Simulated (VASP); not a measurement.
# W16N (Tungsten) in VASP: single point with PBE

Aim: the single point of W16N (Tungsten) with PBE.

Everything below comes from runs of VASP 6.6.1. Logs are shortened: lines on timing, memory, paths and dates and some standing lists are left out, and cuts for length are marked.

## (1) The cell of the first run

The cell holds a slab with vacuum, 17 atoms: a = 5.514 Å, b = 5.514 Å, c = 25.753 Å, α = 90.00°, β = 90.00°, γ = 109.47°.

## (2) Single point, PBE

Input file INCAR:

```
SYSTEM = W16N
PREC = Accurate
ENCUT = 520
EDIFF = 1E-6
ISMEAR = 0
SIGMA = 0.1
LREAL = Auto
LASPH = .TRUE.
NELM = 80
ALGO = Normal
ISIF = 2
LWAVE = .FALSE.
LCHARG = .FALSE.
LDIPOL = .TRUE.
IDIPOL = 3
DIPOL = 0.5 0.5 0.471
GGA = PE
NBANDS = 128
```

Input file KPOINTS:

```
regular mesh
0
G
  6 6 1
  0 0 0
```

Input file POSCAR:

```
W16N
1.0
    5.5140796781      0.0000000000      0.0000000000
   -1.8380265594      5.1987241765      0.0000000000
    0.0000000000      0.0000000000     25.7533408062
W N
16 1
Direct
    0.2500000000      0.2500000000      0.3300542661
    0.2500000000      0.7500000000      0.3300542661
    0.7500000000      0.2500000000      0.3300542661
    0.7500000000      0.7500000000      0.3300542661
    0.5000000000      0.5000000000      0.4174648130
    0.5000000000      0.0000000000      0.4174648130
    0.0000000000      0.5000000000      0.4174648130
    0.0000000000      0.0000000000      0.4174648130
    0.7500000000      0.7500000000      0.5045227354
    0.7500000000      0.2500000000      0.5062603513
    0.2500000000      0.7500000000      0.5062603513
    0.2500000000      0.2500000000      0.5032404451
    0.0043298997      0.0043298997      0.5913737655
    0.0008720865      0.4991279135      0.5901960142
    0.4991279135      0.0008720865      0.5901960142
    0.4956701003      0.4956701003      0.5913737655
    0.7500000000      0.7500000000      0.6342017894
```

Potentials or basis: VASP PAW PBE potentials, release 64 (W_sv, N).

Launch:

```
$ cat potpaw_PBE.64/W_sv/POTCAR potpaw_PBE.64/N/POTCAR > POTCAR
$ mpirun -np 1 vasp_std > vasp.out
```

OUTCAR:

```text
SYSTEM = W16N
   PREC = Accurate
   ENCUT = 520
   EDIFF = 1E-6
   ISMEAR = 0
   LREAL = Auto
   LASPH = .TRUE.
   NELM = 80
   ISIF = 2
   GGA = PE

 ion  position               nearest neighbor table
   1  0.250  0.250  0.330-   2 2.76   2 2.76   3 2.76   3 2.76   5 2.76   8 2.76   4 3.18   4 3.18
                             6 3.18   7 3.18
   2  0.250  0.750  0.330-   1 2.76   1 2.76   4 2.76   4 2.76   6 2.76   7 2.76   3 3.18   3 3.18
                             8 3.18   5 3.18
   3  0.750  0.250  0.330-   4 2.76   4 2.76   1 2.76   1 2.76   6 2.76   7 2.76   2 3.18   2 3.18
                             8 3.18   5 3.18
   4  0.750  0.750  0.330-   3 2.76   3 2.76   2 2.76   2 2.76   5 2.76   8 2.76   1 3.18   1 3.18
                             6 3.18   7 3.18
   5  0.500  0.500  0.417-  12 2.72   9 2.75   6 2.76   6 2.76   7 2.76   7 2.76   1 2.76   4 2.76
                             8 3.18   8 3.18   3 3.18   2 3.18  10 3.21  11 3.21
   6  0.500  0.000  0.417-   5 2.76   5 2.76   8 2.76   8 2.76   2 2.76   3 2.76  10 2.79  11 2.79
                            12 3.15   9 3.18   7 3.18   7 3.18   1 3.18   4 3.18
   7  0.000  0.500  0.417-   8 2.76   8 2.76   5 2.76   5 2.76   2 2.76   3 2.76  10 2.79  11 2.79
                            12 3.15   9 3.18   6 3.18   6 3.18   1 3.18   4 3.18
   8  0.000  0.000  0.417-  12 2.72   9 2.75   7 2.76   7 2.76   6 2.76   6 2.76   1 2.76   4 2.76
                             5 3.18   5 3.18   3 3.18   2 3.18  10 3.21  11 3.21
   9  0.750  0.750  0.505-   5 2.75   8 2.75  10 2.76  10 2.76  11 2.76  11 2.76  13 2.76  16 2.76
                            15 3.16  14 3.16   7 3.18   6 3.18  12 3.18  12 3.18
  10  0.750  0.250  0.506-  14 2.68  15 2.68   9 2.76   9 2.76  12 2.76  12 2.76   6 2.79   7 2.79
                            13 3.14  16 3.14  11 3.18  11 3.18   5 3.21   8 3.21
  11  0.250  0.750  0.506-  14 2.68  15 2.68   9 2.76   9 2.76  12 2.76  12 2.76   6 2.79   7 2.79
                            13 3.14  16 3.14  10 3.18  10 3.18   5 3.21   8 3.21
  12  0.250  0.250  0.503-   5 2.72   8 2.72  13 2.76  16 2.76  11 2.76  11 2.76  10 2.76  10 2.76
                             7 3.15   6 3.15  15 3.17  14 3.17   9 3.18   9 3.18
  13  0.004  0.004  0.591-  17 1.96  14 2.73  15 2.73  12 2.76   9 2.76  14 2.78  15 2.78  16 3.13
                            11 3.14  10 3.14  16 3.24
  14  0.001  0.499  0.590-  17 2.53  11 2.68  10 2.68  13 2.73  16 2.73  13 2.78  16 2.78   9 3.16
                            12 3.17  15 3.18  15 3.18
  15  0.499  0.001  0.590-  17 2.53  11 2.68  10 2.68  16 2.73  13 2.73  16 2.78  13 2.78   9 3.16
                            12 3.17  14 3.18  14 3.18
  16  0.496  0.496  0.591-  17 1.96  15 2.73  14 2.73  12 2.76   9 2.76  15 2.78  14 2.78  13 3.13
                            11 3.14  10 3.14  13 3.24
  17  0.750  0.750  0.634-  13 1.96  16 1.96  15 2.53  14 2.53

  LATTYP: Found a base centered orthorhombic cell.
 ALAT       =     6.3671107729
 B/A-ratio  =     1.4142135624
 C/A-ratio  =     4.0447452109

  Lattice vectors:

 A1 = (   5.5140796781,   0.0000000000,   0.0000000000)
 A2 = (  -1.8380265594,   5.1987241765,   0.0000000000)
 A3 = (   0.0000000000,   0.0000000000,  25.7533408062)

Analysis of symmetry for initial positions (statically):
=====================================================================
 Subroutine PRICEL returns:
 Original cell was already a primitive cell.

 Routine SETGRP: Setting up the symmetry group for a
 base centered orthorhombic supercell.

 Subroutine GETGRP returns: Found  4 space group operations
 (whereof  2 operations were pure point group operations)
 out of a pool of  8 trial point group operations.

The static configuration has the point symmetry C_1h.
 The point group associated with its full space group is C_2v.

Analysis of symmetry for dynamics (positions and initial velocities):
=====================================================================
 Subroutine PRICEL returns:
 Original cell was already a primitive cell.

 Routine SETGRP: Setting up the symmetry group for a
 base centered orthorhombic supercell.

 Subroutine GETGRP returns: Found  4 space group operations
 (whereof  2 operations were pure point group operations)
 out of a pool of  8 trial point group operations.

The dynamic configuration has the point symmetry C_1h.
 The point group associated with its full space group is C_2v.

 Subroutine INISYM returns: Found  4 space group operations
 (whereof  2 operations are pure point group operations),
 and found     1 'primitive' translations

----------------------------------------------------------------------------------------

                                     Primitive cell

  volume of cell :     738.2499

  direct lattice vectors                    reciprocal lattice vectors
     5.514079678  0.000000000  0.000000000     0.181353926  0.064118296  0.000000000
    -1.838026559  5.198724176  0.000000000     0.000000000  0.192354887  0.000000000
     0.000000000  0.000000000 25.753340806     0.000000000  0.000000000  0.038829914

  length of vectors
     5.514079678  5.514079678 25.753340806     0.192354887  0.192354887  0.038829914

  position of ions in fractional coordinates (direct lattice)
     0.250000000  0.250000000  0.330054266
     0.250000000  0.750000000  0.330054266
     0.750000000  0.250000000  0.330054266
     0.750000000  0.750000000  0.330054266
     0.500000000  0.500000000  0.417464813
     0.500000000  0.000000000  0.417464813
[... 9 lines left out ...]
     0.495670100  0.495670100  0.591373766
     0.750000000  0.750000000  0.634201789

  ion indices of the primitive-cell ions
   primitive index   ion index
                 1           1
                 2           2
                 3           3
                 4           4
                 5           5
                 6           6
[... 9 lines left out ...]
                16          16
                17          17

----------------------------------------------------------------------------------------

 KPOINTS: regular mesh

Automatic generation of k-mesh.
 Grid dimensions read from file:
 generate k-points for:    6    6    1

 Generating k-lattice:

  Cartesian coordinates                     Fractional coordinates (reciprocal lattice)
     0.030225654  0.010686383  0.000000000     0.166666667 -0.000000000  0.000000000
     0.000000000  0.032059148  0.000000000     0.000000000  0.166666667  0.000000000
     0.000000000  0.000000000  0.038829914     0.000000000  0.000000000  1.000000000

  Length of vectors
     0.032059148  0.032059148  0.038829914

  Shift w.r.t. Gamma in fractional coordinates (k-lattice)
     0.000000000  0.000000000  0.000000000

 Subroutine IBZKPT returns following result:
 ===========================================

 Found     13 irreducible k-points:

 Following reciprocal coordinates:
            Coordinates               Weight
  0.000000  0.000000  0.000000      1.000000
  0.166667 -0.000000  0.000000      4.000000
  0.333333 -0.000000  0.000000      4.000000
  0.500000 -0.000000  0.000000      2.000000
  0.166667  0.166667  0.000000      2.000000
  0.333333  0.166667  0.000000      4.000000
  0.500000  0.166667  0.000000      4.000000
 -0.333333  0.166667  0.000000      4.000000
 -0.166667  0.166667  0.000000      2.000000
  0.333333  0.333333  0.000000      2.000000
  0.500000  0.333333  0.000000      4.000000
 -0.333333  0.333333  0.000000      2.000000
  0.500000  0.500000  0.000000      1.000000
   k-points           NKPTS =     13   k-points in BZ     NKDIM =     13   number of bands    NBANDS=    128
   number of dos      NEDOS =    301   number of ions     NIONS =     17
   total plane-waves  NPLWV = 338688
   dimension x,y,z NGX =    42 NGY =   42 NGZ =  192
   dimension x,y,z NGXF=    84 NGYF=   84 NGZF=  384
   ions per type =              16   1
   NGX,Y,Z   is equivalent  to a cutoff of  12.66, 12.66, 12.39 a.u.
   NGXF,Y,Z  is equivalent  to a cutoff of  25.33, 25.33, 24.79 a.u.
 SYSTEM =  W16N
   PREC   = accura    normal or accurate (medium, high low for compatibility)
   ISTART =      0    job   : 0-new  1-cont  2-samecut
   ICHARG =      2    charge: 1-file 2-atom 10-const
   ISPIN  =      1    spin polarized calculation?
   LNONCOLLINEAR =      F non collinear calculations
   LSORBIT =      F    spin-orbit coupling
   LASPH  =      T    aspherical Exc in radial PAW
   ENCUT  =  520.0 eV  38.22 Ry    6.18 a.u.  10.25 10.25 47.88*2*pi/ulx,y,z
   NELM   =     80;   NELMIN=  2; NELMDL= -5     # of ELM steps
   EDIFF  = 0.1E-05   stopping-criterion for ELM
   LREAL  =      T    real-space projection
   EDIFFG = 0.1E-04   stopping-criterion for IOM
   NSW    =      0    number of steps for IOM
   IBRION =     -1    ionic relax: 0-MD 1-quasi-New 2-CG
   NFREE  =      0    steps in history (QN), initial steepest desc. (CG)
   ISIF   =      2    stress and relaxation
   ISYM   =      2    0-nonsym 1-usesym 2-fastsym
   POTIM  = 0.5000    time-step for ionic-motion
   TEBEG  =    0.0;   TEEND  =   0.0 temperature during run
   PSTRESS=    0.0 pullay stress
   NELECT =     229.0000    total number of electrons
   NUPDOWN=      -1.0000    fix difference up-down
   EMIN   =  10.00;   EMAX   =-10.00  energy-range for DOS
   EFERMI =   0.00;   METHOD = LEGACY
   ISMEAR =     0;   SIGMA  =   0.10  broadening in eV -4-tet -1-fermi 0-gaus
   EFERMI_NEDOS =   21; number of points for ismear=-14 and -15
   IALGO  =     38    algorithm
   IMIX   =      4    mixing-type and parameters
     AMIX     =   0.40;   BMIX     =  1.00
     AMIX_MAG =   1.60;   BMIX_MAG =  1.00
  volume/ion in A,a.u.               =      43.43       293.06
  Fermi-wavevector in a.u.,A,eV,Ry     =   1.108202  2.094198 16.709469  1.228111
  Thomas-Fermi vector in A             =   2.244726
   LORBIT       =      0    0 simple, 1 ext, 2 COOP (PROOUT), +10 PAW based schemes
   GGA     = PE    functional components
   LHFCALC =     F    Hartree Fock is set to
   AEXX    =    0.0000 exact exchange contribution
   IVDW    =     0    specifies the selected vdW correction
   LEPSILON=     F    determine dielectric tensor
   LRPA    =     F    only Hartree local field effects (RPA)
 non-spin polarized calculation
 Gauss-broadening in eV      SIGMA  =   0.10
  energy-cutoff  :      520.00
  volume of cell :      738.25
 maximum number of plane-waves:     19898
 NGX is ok and might be reduce to    42
   NGX = 21   NGY = 21   NGZ = 95

 dipolmoment           0.000000      0.000000     -0.189172 electrons x Angstroem

 number of electron     229.0000035 magnetization

 dipolmoment           0.000000      0.000000      0.007806 electrons x Angstroem

 Free energy of the ion-electron system (eV)
  ---------------------------------------------------
  ext. energy  EPLUGINS =         0.00000000
  ---------------------------------------------------
  free energy    TOTEN  =      -205.78427450 eV

  energy without entropy =     -205.72644905  energy(sigma->0) =     -205.75536177

 E-fermi :   0.8477     XC(G=0):  -5.6266

 val. band max:        0.8215088993   @ k =   0.0000   0.0000   0.0000
 cond. band min:       0.8504002684   @ k =  -0.1667   0.1667   0.0000
 fundamental gap:      0.0288913691
 Fermi energy:         0.8477149855

 k-point     1 :       0.0000    0.0000    0.0000
  band No.  band energies     occupation
      1     -73.3788      2.00000
      2     -73.3396      2.00000
      3     -73.3266      2.00000
      4     -73.2666      2.00000
      5     -73.2487      2.00000
      6     -73.2355      2.00000
[... 1666 lines left out ...]
    125       1.4736      0.00000
    126       1.6143      0.00000
 [bands above 126 left out]

------------------------ aborting loop because EDIFF is reached ----------------------------------------

 vacuum level on the upper side and lower side of the slab       (xc-potential included)        -0.115        -0.164

  FORCE on cell =-STRESS in cart. coord.  units (eV):
  Direction    XX          YY          ZZ          XY          YZ          ZX
  --------------------------------------------------------------------------------------
  -------------------------------------------------------------------------------------
  Total      -15.9807023    -16.8538538     -5.2313958     -1.2348226      0.0000000      0.0000000
  in kB      -34.6819138    -36.5768596    -11.3533696     -2.6798580      0.0000000      0.0000000
  external PRESSURE =     -27.5373810 kB  Pullay stress =       0.0000000 kB

 VOLUME and BASIS-vectors are now :
 -----------------------------------------------------------------------------
  energy-cutoff  :      520.00
  volume of cell :      738.25
      direct lattice vectors                 reciprocal lattice vectors
     5.514079678  0.000000000  0.000000000     0.181353926  0.064118296  0.000000000
    -1.838026559  5.198724176  0.000000000     0.000000000  0.192354887  0.000000000
     0.000000000  0.000000000 25.753340806     0.000000000  0.000000000  0.038829914

 POSITION                                       TOTAL-FORCE (eV/Angst)
 -----------------------------------------------------------------------------------
      0.91901      1.29968      8.50000        -0.000000      0.000000      0.590110
     -0.00000      3.89904      8.50000        -0.000000     -0.000000      0.701429
      3.67605      1.29968      8.50000        -0.000000      0.000000      0.701429
      2.75704      3.89904      8.50000        -0.000000      0.000000      0.466298
      1.83803      2.59936     10.75111        -0.056187     -0.079461     -0.534944
      2.75704      0.00000     10.75111         0.101464     -0.071746     -0.743996
[... 9 lines left out ...]
      1.82211      2.57685     15.22985        -0.051944     -0.073460     -0.034480
      2.75704      3.89904     16.33281        -0.000000      0.000000      0.110902
 -----------------------------------------------------------------------------------
    total drift:                                0.000000      0.000000     -0.004263

  FREE ENERGIE OF THE ION-ELECTRON SYSTEM (eV)
  ---------------------------------------------------
  free  energy   TOTEN  =      -205.7842744963 eV

  energy  without entropy=     -205.7264490505  energy(sigma->0) =     -205.75536177

 vacuum level on the upper side and lower side of the slab         5.733         5.681
```

It took 42 min on 1 thread of AMD EPYC 9R45 (Zen 5), shared host; peak memory 1.1 GiB.

Results:

* Free energy: -205.7843 eV
* Largest force: 0.754 eV/Å

Forces on the atoms (eV/Å):
```
W    0.000  0.000  0.590
W    0.000  0.000  0.701
W    0.000  0.000  0.701
W    0.000  0.000  0.466
W   -0.056 -0.079 -0.535
W    0.101 -0.072 -0.744
W   -0.101  0.072 -0.744
W    0.056  0.079 -0.535
W    0.000  0.000  0.022
W    0.000  0.000 -0.024
W    0.000  0.000 -0.024
W    0.000  0.000  0.029
W    0.052  0.073 -0.034
W    0.013 -0.010  0.027
W   -0.013  0.010  0.027
W   -0.052 -0.073 -0.034
N    0.000  0.000  0.111
```

Levels at points of the mesh, in eV from the Fermi level:
```tsv
k point	band 112	band 113	band 114	band 115	band 116	band 117	band 118	band 119
(0.00, 0.00, 0.00)	0.59	0.68	0.69	0.87	0.93	1.05	1.13	1.46
(0.50, 0.00, 0.00)	-0.89	-0.85	-0.66	-0.10	0.06	0.48	0.54	0.71
(0.50, 0.50, 0.00)	-0.77	-0.74	-0.64	-0.58	-0.52	-0.30	-0.22	0.02
```

Caveat: spin-orbit coupling is left out, which moves the levels of the heavy elements.
